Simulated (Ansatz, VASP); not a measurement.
SiC: VASP beside Ansatz

Contents of INCAR:

```
SYSTEM = SiC
ALGO = Normal ; EDIFF = 1E-6
ENCUT = 520 ; ISIF = 2
ISMEAR = 0 ; LASPH = .True.
LCHARG = .True. ; LELF = .True.
LREAL = .False. ; LVHAR = .True.
LWAVE = .False. ; NBANDS = 16
NELM = 80 ; PREC = Accurate
SIGMA = 0.05
```

KPOINTS

```
k-points
0
Gamma
  12 12 6
  0 0 0
```

POSCAR

```
SiC
1.0
    2.9787958993      0.0000000000      0.0000000000
   -1.4893979497      2.5797129215      0.0000000000
    0.0000000000      0.0000000000      5.2802136111
Si C
2 2
Direct
    0.3333333333      0.6666666667      0.0046041256
    0.6666666667      0.3333333333      0.5046041256
    0.3333333333      0.6666666667      0.3504926021
    0.6666666667      0.3333333333      0.8504926021
```

Input for Ansatz:

```yaml
crystal:
  lattice:
    - [2.9787958993, 0.0, 0.0]
    - [-1.4893979497, 2.5797129215, 0.0]
    - [0.0, 0.0, 5.2802136111]
  atoms:
    - { symbol: Si, position: [0.3333333333, 0.6666666667, 0.0046041256] }
    - { symbol: Si, position: [0.6666666667, 0.3333333333, 0.5046041256] }
    - { symbol: C, position: [0.3333333333, 0.6666666667, 0.3504926021] }
    - { symbol: C, position: [0.6666666667, 0.3333333333, 0.8504926021] }
basis:
  ecutwfc: 520.0
kpoints:
  mp_grid: { grid: [12, 12, 6] }
hamiltonian:
  xc: lda
  pseudopotentials: { kind: paw, azcp: { folder: soft_1 } }
scf:
  occupations: { method: gaussian, width: 0.05 }
output:
  forces: true
  stress: true
  eigenvalues: true
```

Alike in both runs: task single point; functional LDA; k mesh 12 × 12 × 6; occupations gaussian, width 0.05 eV; no spin polarisation.

|  | VASP | Ansatz |
| --- | --- | --- |
| version | VASP 6.6.1 | Ansatz 0.2.0 |
| potentials or method | VASP PAW LDA potentials, release 64 (Si, C), cutoff 520 eV | scalar-relativistic, plane waves, PAW |
| valence electrons in the cell | 16 | 16 |

Ansatz gave:

* gap on the k mesh at the Fermi level (eV): 0.57
* least direct gap on the mesh (eV): 3.62
* pressure (GPa): -0.8
* traceless stress, the component that is largest in VASP (GPa): -19.93
* rms of the force components (eV/Å): 1.435

Task: Which values does VASP return?

Result: gap on the k mesh at the Fermi level (eV): 0.55; least direct gap on the mesh (eV): 3.61; pressure (GPa): -0.4; traceless stress, the component that is largest in VASP (GPa): -19.99; rms of the force components (eV/Å): 1.432.

Ansatz warns that its potentials were made for another functional, while VASP's fit it. LDA's correlation is that of Perdew and Zunger in VASP and of Perdew and Wang (1992) in Ansatz. Atom by atom the forces differ by 0.003 eV/Å (rms over components).
